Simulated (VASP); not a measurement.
Runs of VASP 6.6.1 on Cu. The structure is that of space group I4/mmm (No. 139), or close to it. The cells are those of the table. 

```tsv
cell	gap on the mesh (eV)	pressure (GPa)
a = 2.571 Å, angles 107.4, 107.4, 113.7°, 1 atom	none	-8.5
a = 2.613 Å, angles 107.4, 107.4, 113.7°, 1 atom	none	-12.3
a = 2.433 Å, angles 106.9, 106.9, 114.7°, 1 atom	none	(a)
a = 2.404 Å, angles 107.4, 107.4, 113.8°, 1 atom	none	23.2
a = 2.575 Å, angles 106.2, 106.2, 116.3°, 1 atom	none	-8.1
a = 2.504 Å, angles 106.5, 106.5, 115.5°, 1 atom	none	(c)
a = 2.446 Å, angles 107.4, 107.4, 113.8°, 1 atom	none	(b)
a = 2.588 Å, angles 106.6, 106.6, 115.4°, 1 atom	none	-9.6
```

Alike in all rows: task single point; level PBE; potentials or basis VASP PAW PBE potentials, release 64 (Cu); no spin polarisation; k mesh 22 × 22 × 22; cutoff (eV) 520; smearing gaussian 0.15 eV.

**Question.** Estimate the missing entries.

**Answer.** (a) 15.5; (b) 12.1; (c) 1.1.

A gap of «none» marks levels without a gap at the run's occupations.
